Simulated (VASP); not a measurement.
# Si (a cell with a defect) in VASP: relaxation of the atoms with LDA

Aim: the relaxation of the atoms of Si (a cell with a defect) with LDA.

Program: VASP 6.6.1. These are calculated values, not measurements. Logs are shortened: lines on timing, memory, paths and dates and some standing lists are left out, and cuts for length are marked.

### Step 1. The cell of the first run

The cell holds a defect, 63 atoms: a = 10.860 Å, b = 10.860 Å, c = 10.860 Å, α = 90.00°, β = 90.00°, γ = 90.00°.

### Step 2. Relaxation of the atoms, LDA

The input, INCAR:

```
PREC = Accurate ; ENCUT = 520
EDIFF = 1E-7 ; ISMEAR = 0
SIGMA = 0.05 ; LREAL = Auto
LASPH = T ; NELM = 80
ALGO = Normal ; ISIF = 2
LWAVE = F ; LCHARG = F
GGA = CA ; IBRION = 2
NSW = 80 ; EDIFFG = -0.03
NELECT = 254.0 ; NCORE = 4
```

The input, KPOINTS:

```
regular mesh
0
Gamma
  1 1 1
```

The input, POSCAR:

```
Si
1.0
   10.8600000000      0.0000000000      0.0000000000
    0.0000000000     10.8600000000      0.0000000000
    0.0000000000      0.0000000000     10.8600000000
Si
63
Direct
    0.5039418000     -0.0039424000      0.0021471000
    0.6246463000      0.1260535000      0.1196047000
    0.7491279000      0.2503722000      0.0017133000
    0.8706896000      0.3773424000      0.1228138000
    0.7498128000     -0.0017631000      0.2494554000
    0.8711003000      0.1231713000      0.3733331000
   -0.0025275000      0.0027495000      0.0005737000
    0.1256496000      0.1292994000      0.1255715000
    0.3717951000      0.3750235000      0.1302341000
    0.5015462000      0.4957725000     -0.0032926000
    0.6270041000      0.6222837000      0.1249203000
    0.7499627000      0.7513710000      0.0026177000
    0.8713448000      0.8756821000      0.1212376000
    0.2495714000     -0.0019002000      0.2515637000
    0.3759825000      0.1270918000      0.3751554000
    0.4982857000      0.2509870000      0.2520745000
    0.6222722000      0.3743657000      0.3806514000
    0.7508159000      0.5035538000      0.2524406000
    0.8677458000      0.6265254000      0.3808871000
    0.4956814000      0.0004942000      0.5014732000
    0.6273296000      0.1269141000      0.6226096000
    0.7574171000      0.2572191000      0.4986934000
    0.8766927000      0.3748305000      0.6220278000
    0.7584723000     -0.0058213000      0.7485519000
    0.8720033000      0.1261288000      0.8767590000
    0.0015751000      0.5008299000     -0.0006684000
    0.1253608000      0.6199617000      0.1229839000
    0.2525365000      0.7523073000      0.0036689000
    0.3747815000      0.8760433000      0.1238149000
    0.0002113000      0.2512025000      0.2532770000
    0.1308786000      0.3738247000      0.3747945000
    0.2506155000      0.5029246000      0.2480036000
    0.3738421000      0.6223974000      0.3743444000
    0.5027822000      0.7542048000      0.2493966000
    0.6232358000      0.8718351000      0.3752123000
    0.0001852000     -0.0019894000      0.5023755000
    0.1236975000      0.1282852000      0.6255631000
    0.2513555000      0.2495477000      0.4986820000
    0.3769125000      0.3730978000      0.6217414000
    0.4997395000      0.4964693000      0.4992106000
    0.6218223000      0.6240613000      0.6242280000
    0.7504634000      0.7534510000      0.4968614000
    0.8741544000      0.8783764000      0.6283294000
    0.2502287000      0.0028643000      0.7552177000
    0.3746266000      0.1238263000      0.8749935000
    0.4978102000      0.2476587000      0.7506307000
    0.6283337000      0.3722086000      0.8780551000
    0.7481883000      0.4973986000      0.7520705000
    0.8706874000      0.6239352000      0.8716758000
    0.0015710000      0.7513458000      0.2480442000
    0.1232803000      0.8750842000      0.3718630000
    0.0002088000      0.5019753000      0.5010301000
    0.1237406000      0.6221949000      0.6192909000
    0.2504459000      0.7473514000      0.4988955000
    0.3759978000      0.8796701000      0.6290751000
   -0.0011520000      0.2516902000      0.7491706000
    0.1313373000      0.3720767000      0.8745554000
    0.2525794000      0.4960564000      0.7513966000
    0.3784077000      0.6283994000      0.8768169000
    0.4989453000      0.7517764000      0.7502443000
    0.6228812000      0.8765845000      0.8777778000
    0.0020288000      0.7495663000      0.7468114000
    0.1239363000      0.8748174000      0.8759298000
```

Potentials or basis: VASP PAW LDA potentials, release 64 (Si).

Run with:

```console
$ cat potpaw_LDA.64/Si/POTCAR > POTCAR
$ mpirun -np 4 vasp_gam > vasp.out
```

OUTCAR:

```text
PREC = Accurate
   ENCUT = 520
   EDIFF = 1E-7
   ISMEAR = 0
   LREAL = Auto
   LASPH = T
   NELM = 80
   ISIF = 2
   GGA = CA
   IBRION = 2
   NSW = 80
   EDIFFG = -0.03
   NELECT = 254.0

 ion  position               nearest neighbor table
   1  0.504  0.996  0.002-  61 2.28   2 2.31  29 2.33  45 2.41
   2  0.625  0.126  0.120-   3 2.30   1 2.31   5 2.40  16 2.41
   3  0.749  0.250  0.002-  47 2.30   2 2.30   4 2.32  25 2.33
   4  0.871  0.377  0.123-   3 2.32  18 2.36  26 2.37  30 2.42
   5  0.750  0.998  0.249-   6 2.32  13 2.34  35 2.37   2 2.40
   6  0.871  0.123  0.373-   5 2.32  22 2.34  30 2.37  36 2.40
   7  0.997  0.003  0.001-  25 2.34  13 2.34  63 2.38   8 2.38
   8  0.126  0.129  0.126-  30 2.35   7 2.38  14 2.39
   9  0.372  0.375  0.130-  32 2.30  16 2.34  10 2.41
  10  0.502  0.496  0.997-  47 2.31  59 2.36  11 2.38   9 2.41
  11  0.627  0.622  0.125-  18 2.32  12 2.35  10 2.38  34 2.39
  12  0.750  0.751  0.003-  13 2.28  11 2.35  61 2.36  49 2.38
  13  0.871  0.876  0.121-  12 2.28   5 2.34   7 2.34  50 2.39
  14  0.250  0.998  0.252-  51 2.32  29 2.35  15 2.38   8 2.39
  15  0.376  0.127  0.375-  16 2.32  38 2.32  20 2.34  14 2.38
[... 34 lines left out ...]
  50  0.002  0.751  0.248-  51 2.32  27 2.38  13 2.39  19 2.46
  51  0.123  0.875  0.372-  50 2.32  14 2.32  36 2.36  54 2.39
  52  0.000  0.502  0.501-  53 2.27  23 2.33  19 2.37  31 2.41
  53  0.124  0.622  0.619-  52 2.27  54 2.33  62 2.36  58 2.43
  54  0.250  0.747  0.499-  53 2.33  33 2.34  51 2.39  55 2.43
  55  0.376  0.880  0.629-  20 2.31  60 2.33  44 2.35  54 2.43
  56  0.999  0.252  0.749-  37 2.33  23 2.34  57 2.37  25 2.38
  57  0.131  0.372  0.875-  58 2.31  56 2.37  26 2.40
  58  0.253  0.496  0.751-  57 2.31  39 2.36  59 2.41  53 2.43
  59  0.378  0.628  0.877-  60 2.32  10 2.36  28 2.36  58 2.41
  60  0.499  0.752  0.750-  59 2.32  55 2.33  61 2.36  41 2.36
  61  0.623  0.877  0.878-   1 2.28  60 2.36  12 2.36  24 2.40
  62  0.002  0.750  0.747-  43 2.35  63 2.36  53 2.36  49 2.39
  63  0.124  0.875  0.876-  44 2.35  62 2.36  28 2.38   7 2.38

  LATTYP: Found a simple cubic cell.
 ALAT       =    10.8600000000

  Lattice vectors:

 A1 = (  10.8600000000,   0.0000000000,   0.0000000000)
 A2 = (   0.0000000000,  10.8600000000,   0.0000000000)
 A3 = (   0.0000000000,   0.0000000000,  10.8600000000)

Analysis of symmetry for initial positions (statically):
=====================================================================
 Subroutine PRICEL returns:
 Original cell was already a primitive cell.

 Routine SETGRP: Setting up the symmetry group for a
 simple cubic supercell.

 Subroutine GETGRP returns: Found  1 space group operations
 (whereof  1 operations were pure point group operations)
 out of a pool of 48 trial point group operations.

The static configuration has the point symmetry C_1 .

Analysis of symmetry for dynamics (positions and initial velocities):
=====================================================================
 Subroutine PRICEL returns:
 Original cell was already a primitive cell.

 Routine SETGRP: Setting up the symmetry group for a
 simple cubic supercell.

 Subroutine GETGRP returns: Found  1 space group operations
 (whereof  1 operations were pure point group operations)
 out of a pool of 48 trial point group operations.

The dynamic configuration has the point symmetry C_1 .

 Subroutine INISYM returns: Found  1 space group operations
 (whereof  1 operations are pure point group operations),
 and found     1 'primitive' translations

----------------------------------------------------------------------------------------

                                     Primitive cell

  volume of cell :    1280.8241

  direct lattice vectors                    reciprocal lattice vectors
    10.860000000  0.000000000  0.000000000     0.092081031  0.000000000  0.000000000
     0.000000000 10.860000000  0.000000000     0.000000000  0.092081031  0.000000000
     0.000000000  0.000000000 10.860000000     0.000000000  0.000000000  0.092081031

[... 157 lines left out ...]

 Found      1 irreducible k-points:

 Following reciprocal coordinates:
            Coordinates               Weight
  0.000000  0.000000  0.000000      1.000000
   k-points           NKPTS =      1   k-points in BZ     NKDIM =      1   number of bands    NBANDS=    159
   number of dos      NEDOS =    301   number of ions     NIONS =     63
   total plane-waves  NPLWV = 592704
   dimension x,y,z NGX =    84 NGY =   84 NGZ =   84
   dimension x,y,z NGXF=   168 NGYF=  168 NGZF=  168
   ions per type =              63
   NGX,Y,Z   is equivalent  to a cutoff of  12.86, 12.86, 12.86 a.u.
   NGXF,Y,Z  is equivalent  to a cutoff of  25.72, 25.72, 25.72 a.u.
 SYSTEM =  unknown system
   PREC   = accura    normal or accurate (medium, high low for compatibility)
   ISTART =      0    job   : 0-new  1-cont  2-samecut
   ICHARG =      2    charge: 1-file 2-atom 10-const
   ISPIN  =      1    spin polarized calculation?
   LNONCOLLINEAR =      F non collinear calculations
   LSORBIT =      F    spin-orbit coupling
   LASPH  =      T    aspherical Exc in radial PAW
   ENCUT  =  520.0 eV  38.22 Ry    6.18 a.u.  20.19 20.19 20.19*2*pi/ulx,y,z
   NELM   =     80;   NELMIN=  2; NELMDL= -5     # of ELM steps
   EDIFF  = 0.1E-06   stopping-criterion for ELM
   LREAL  =      T    real-space projection
   EDIFFG = -.3E-01   stopping-criterion for IOM
   NSW    =     80    number of steps for IOM
   IBRION =      2    ionic relax: 0-MD 1-quasi-New 2-CG
   NFREE  =      1    steps in history (QN), initial steepest desc. (CG)
   ISIF   =      2    stress and relaxation
   ISYM   =      2    0-nonsym 1-usesym 2-fastsym
   POTIM  = 0.5000    time-step for ionic-motion
   TEBEG  =    0.0;   TEEND  =   0.0 temperature during run
   PSTRESS=    0.0 pullay stress
   NELECT =     254.0000    total number of electrons
   NUPDOWN=      -1.0000    fix difference up-down
   EMIN   =  10.00;   EMAX   =-10.00  energy-range for DOS
   EFERMI =   0.00;   METHOD = LEGACY
   ISMEAR =     0;   SIGMA  =   0.05  broadening in eV -4-tet -1-fermi 0-gaus
   EFERMI_NEDOS =   21; number of points for ismear=-14 and -15
   IALGO  =     38    algorithm
   IMIX   =      4    mixing-type and parameters
     AMIX     =   0.40;   BMIX     =  1.00
     AMIX_MAG =   1.60;   BMIX_MAG =  1.00
  volume/ion in A,a.u.               =      20.33       137.20
  Fermi-wavevector in a.u.,A,eV,Ry     =   0.954677  1.804077 12.400449  0.911407
  Thomas-Fermi vector in A             =   2.083445
   LORBIT       =      0    0 simple, 1 ext, 2 COOP (PROOUT), +10 PAW based schemes
   GGA     = CA    functional components
   LHFCALC =     F    Hartree Fock is set to
   AEXX    =    0.0000 exact exchange contribution
   IVDW    =     0    specifies the selected vdW correction
   LEPSILON=     F    determine dielectric tensor
   LRPA    =     F    only Hartree local field effects (RPA)
 conjugate gradient relaxation of ions
 non-spin polarized calculation
 Gauss-broadening in eV      SIGMA  =   0.05
  energy-cutoff  :      520.00
  volume of cell :     1280.82
 maximum number of plane-waves:     17229
 NGX is ok and might be reduce to    84
   NGX = 41   NGY = 41   NGZ = 41

--------------------------------------- Ionic step        1  -------------------------------------------

 number of electron     254.0000000 magnetization

 Free energy of the ion-electron system (eV)
  ---------------------------------------------------
  ext. energy  EPLUGINS =         0.00000000
  ---------------------------------------------------
  free energy    TOTEN  =      -351.88064447 eV

  energy without entropy =     -351.77522557  energy(sigma->0) =     -351.82793502

------------------------ aborting loop because EDIFF is reached ----------------------------------------

  FORCE on cell =-STRESS in cart. coord.  units (eV):
  Direction    XX          YY          ZZ          XY          YZ          ZX
  --------------------------------------------------------------------------------------
  -------------------------------------------------------------------------------------
  Total        7.6403752      9.0594964     10.8522170      2.0624291      7.3378955     -0.2560345
  in kB        9.5573126     11.3324852     13.5749918      2.5798837      9.1789420     -0.3202725
  external PRESSURE =      11.4882632 kB  Pullay stress =       0.0000000 kB
[... 272 lines left out ...]
  FREE ENERGIE OF THE ION-ELECTRON SYSTEM (eV)
  ---------------------------------------------------
  free  energy   TOTEN  =      -352.7987588632 eV

  energy  without entropy=     -352.6933738299  energy(sigma->0) =     -352.74606635

[... ionic steps 4 to 13 ...]

--------------------------------------- Ionic step       14  -------------------------------------------

 number of electron     253.9999980 magnetization

------------------------ aborting loop because EDIFF is reached ----------------------------------------
[... 189 lines left out ...]
--------------------------------------- Ionic step       16  -------------------------------------------

 number of electron     253.9999980 magnetization

 Free energy of the ion-electron system (eV)
  ---------------------------------------------------
  ext. energy  EPLUGINS =         0.00000000
  ---------------------------------------------------
  free energy    TOTEN  =      -352.91533757 eV

  energy without entropy =     -352.80928435  energy(sigma->0) =     -352.86231096

 E-fermi :   6.1926     XC(G=0):  -9.5713

 val. band max:        6.1899169218   @ k =   0.0000   0.0000   0.0000
 cond. band min:       6.2378564429   @ k =   0.0000   0.0000   0.0000
 fundamental gap:      0.0479395212
 Fermi energy:         6.1925633598

 k-point     1 :       0.0000    0.0000    0.0000
  band No.  band energies     occupation
      1      -6.3019      2.00000
      2      -5.2645      2.00000
      3      -5.2635      2.00000
      4      -5.2354      2.00000
      5      -5.2317      2.00000
      6      -5.2316      2.00000
[... 131 lines left out ...]
    138       6.7951      0.00000
    139       6.7983      0.00000
 [bands above 139 left out]

------------------------ aborting loop because EDIFF is reached ----------------------------------------

  FORCE on cell =-STRESS in cart. coord.  units (eV):
  Direction    XX          YY          ZZ          XY          YZ          ZX
  --------------------------------------------------------------------------------------
  -------------------------------------------------------------------------------------
  Total        6.7302253      6.7277435      6.7831143      0.4930430      0.5477317     -0.1811728
  in kB        8.4188101      8.4157055      8.4849686      0.6167454      0.6851552     -0.2266283
  external PRESSURE =       8.4398281 kB  Pullay stress =       0.0000000 kB
[... 78 lines left out ...]
  FREE ENERGIE OF THE ION-ELECTRON SYSTEM (eV)
  ---------------------------------------------------
  free  energy   TOTEN  =      -352.9153375725 eV

  energy  without entropy=     -352.8092843508  energy(sigma->0) =     -352.86231096

 reached required accuracy - stopping structural energy minimisation
```

Wall time 22 min (4 MPI ranks of AMD EPYC, shared host); peak memory 0.3 GiB.

What came out:

```
Free energy                  : -352.9153 eV
Energy gained by relaxing    : 16.4 meV/atom
Ionic steps                  : 16
Largest force after relaxing : 0.016 eV/Å
```

Forces in eV/Å, atoms in the order of the input:
```
Si  -0.002  0.003 -0.002
Si   0.002  0.000  0.000
Si  -0.001  0.008 -0.001
Si   0.002  0.005 -0.005
Si   0.002  0.003 -0.005
Si   0.006 -0.005  0.003
Si   0.011  0.006 -0.001
Si  -0.001  0.005 -0.005
Si  -0.011 -0.006 -0.008
Si   0.007 -0.007 -0.003
Si   0.002 -0.004 -0.004
Si  -0.004  0.000  0.001
Si   0.004 -0.001  0.008
Si  -0.002  0.009 -0.002
Si  -0.006 -0.010 -0.004
Si   0.001  0.001 -0.002
Si   0.010 -0.006  0.004
Si  -0.001 -0.007  0.004
Si   0.007  0.001 -0.004
Si  -0.005 -0.002 -0.004
Si  -0.002  0.000  0.005
Si   0.002  0.000 -0.012
Si   0.004 -0.005  0.004
Si  -0.005  0.005 -0.001
Si  -0.003 -0.006 -0.003
Si  -0.002  0.003 -0.001
Si   0.003  0.000 -0.004
Si  -0.007 -0.004  0.000
Si  -0.005  0.007  0.000
Si  -0.003 -0.007 -0.001
Si   0.004  0.000 -0.006
Si  -0.002  0.009  0.001
Si  -0.001  0.012  0.000
Si   0.007  0.005  0.003
Si  -0.004  0.010  0.005
Si  -0.007  0.005  0.001
Si  -0.004  0.003  0.002
Si   0.005 -0.005  0.001
Si  -0.005  0.000  0.006
Si   0.002  0.005  0.013
Si  -0.004 -0.005  0.003
Si  -0.005  0.004  0.005
Si   0.010  0.002 -0.006
Si   0.016  0.002  0.000
Si  -0.003  0.007 -0.002
Si  -0.001 -0.004  0.005
Si  -0.006 -0.005  0.004
Si  -0.002 -0.003  0.005
Si   0.009  0.004  0.009
Si   0.003 -0.004 -0.003
Si  -0.009 -0.008 -0.004
Si  -0.003 -0.008 -0.009
Si  -0.001 -0.006  0.004
Si  -0.001 -0.001  0.001
Si  -0.001  0.003  0.007
Si   0.001 -0.003  0.001
Si   0.004 -0.003  0.004
Si   0.000  0.004  0.002
Si   0.000  0.000 -0.006
Si  -0.002  0.001 -0.006
Si   0.002 -0.005 -0.003
Si   0.001  0.000 -0.003
Si  -0.005 -0.004  0.006
```

The path:
```csv
step,energy change (eV),largest force (eV/Å),pressure (GPa)
1,0.0000,2.1756,1.15
2,-0.9181,0.4564,0.92
3,-0.9181,0.4488,0.92
4,-0.9812,0.1706,0.91
5,-0.9913,0.1810,0.91
6,-1.0115,0.1003,0.91
7,-1.0162,0.1217,0.91
8,-1.0242,0.0793,0.90
9,-1.0259,0.0822,0.90
10,-1.0297,0.0496,0.89
11,-1.0301,0.0621,0.88
12,-1.0322,0.0368,0.87
13,-1.0326,0.0422,0.86
14,-1.0339,0.0331,0.85
15,-1.0340,0.0368,0.85
16,-1.0347,0.0157,0.84
```

Final structure:
```
Si
1.0
    10.86000    0.00000    0.00000
     0.00000   10.86000    0.00000
     0.00000    0.00000   10.86000
Si
63
Direct
  0.49860 0.00125 0.00088
  0.62488 0.12554 0.12439
  0.74981 0.25005 0.00034
  0.87449 0.37485 0.12471
  0.74959 0.00057 0.25047
  0.87578 0.12558 0.37420
  0.00109 0.00125 0.99874
  0.12791 0.12734 0.12164
  0.37245 0.37373 0.12365
  0.49838 0.49865 0.99869
  0.62471 0.62449 0.12441
  0.75054 0.74976 0.00028
  0.87482 0.87596 0.12529
  0.25111 0.00173 0.24888
  0.37449 0.12590 0.37552
  0.49868 0.24915 0.24869
  0.62508 0.37440 0.37474
  0.74946 0.50014 0.25023
  0.87475 0.62579 0.37538
  0.49989 0.00009 0.50029
  0.62502 0.12512 0.62485
  0.75072 0.25010 0.50013
  0.87518 0.37558 0.62586
  0.74936 0.00038 0.75081
  0.87453 0.12597 0.87553
  0.00197 0.49778 0.00082
  0.12508 0.62551 0.12434
  0.25000 0.75022 0.00039
  0.37457 0.87491 0.12478
  0.00215 0.25139 0.24803
  0.12540 0.37434 0.37582
  0.24808 0.49909 0.24936
  0.37493 0.62482 0.37457
  0.50018 0.74954 0.24958
  0.62541 0.87408 0.37574
  0.00036 0.00001 0.49933
  0.12510 0.12576 0.62438
  0.24995 0.25029 0.50030
  0.37455 0.37492 0.62476
  0.49996 0.49951 0.49909
  0.62506 0.62552 0.62424
  0.75026 0.75007 0.50031
  0.87453 0.87504 0.62501
  0.24800 0.00198 0.75201
  0.37293 0.12793 0.87717
  0.49922 0.25131 0.75094
  0.62533 0.37433 0.87579
  0.74966 0.50020 0.75069
  0.87572 0.62460 0.87497
  0.00048 0.75096 0.24986
  0.12585 0.87519 0.37512
  0.00033 0.49994 0.50044
  0.12555 0.62464 0.62536
  0.25074 0.75016 0.50051
  0.37459 0.87615 0.62609
  0.00185 0.24931 0.75171
  0.12911 0.37052 0.87910
  0.25088 0.49812 0.75240
  0.37428 0.62570 0.87552
  0.50002 0.75062 0.75031
  0.62495 0.87490 0.87568
  0.00075 0.74983 0.75014
  0.12550 0.87451 0.87593
```

Caveat: the k points lie up to 0.58 Å⁻¹ apart; the cell carries a net charge on a neutralising background, which shifts energy and pressure; the cell is charged against a uniform background, so pressure and absolute levels hang on convention.
